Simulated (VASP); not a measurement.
Wanted: the native input for a VASP 6.6.1 run.

* Task: relaxation of cell and atoms
* Functional: PBE
* Potentials or basis: VASP PAW PBE potentials, release 64 (Ta_pv)
* Cutoff: 600 eV
* k mesh: 18 × 18 × 18
* Occupations: fermi-dirac, width 0.1 eV
* Spin: no spin polarisation
* Dipole correction: no
* Further INCAR settings: ALGO = Normal; EDIFF = 1e-07; IBRION = 2; EDIFFG = -0.005; NSW = 60; ISIF = 3

The structure of Ta lies in POSCAR:

```
Ta
1.0
   -1.6607199181      1.6607199181      1.6607199181
    1.6607199181     -1.6607199181      1.6607199181
    1.6607199181      1.6607199181     -1.6607199181
Ta
1
Direct
    0.0000000000      0.0000000000      0.0000000000
```

The input as run:

INCAR

```
  PREC = Accurate
  ENCUT = 600
  EDIFF = 1E-7
  ISMEAR = -1
  SIGMA = 0.1
  LREAL = F
  LASPH = T
  NELM = 80
  ALGO = Normal
  ISIF = 3
  LWAVE = F
  LCHARG = F
  GGA = PE
  IBRION = 2
  NSW = 60
  EDIFFG = -0.005
```

KPOINTS

```
Automatic mesh
0
Gamma
  18 18 18
```

Potentials or basis: VASP PAW PBE potentials, release 64 (Ta_pv).

Run with:

```bash
$ cat potpaw_PBE.64/Ta_pv/POTCAR > POTCAR
$ mpirun -np 1 vasp_std > vasp.out
```

It gave:

| Item | Value |
| --- | --- |
| Relaxed volume | 18.31 Å³/atom |
| Relaxed cell | a = 2.876 Å, b = 2.876 Å, c = 2.876 Å, α = 109.47°, β = 109.47°, γ = 109.47° |
| Space group after relaxing (to 0.05 Å) | Im-3m (No. 229) |
| Energy gained by relaxing | 0.0 meV/atom |
| Ionic steps | 3 |
| Pressure after relaxing | 0.0 GPa |

Run time: 24 s on 1 thread of Intel(R) Xeon(R) Platinum 8488C (Sapphire Rapids) (shared host), peak memory 0.17 GiB.
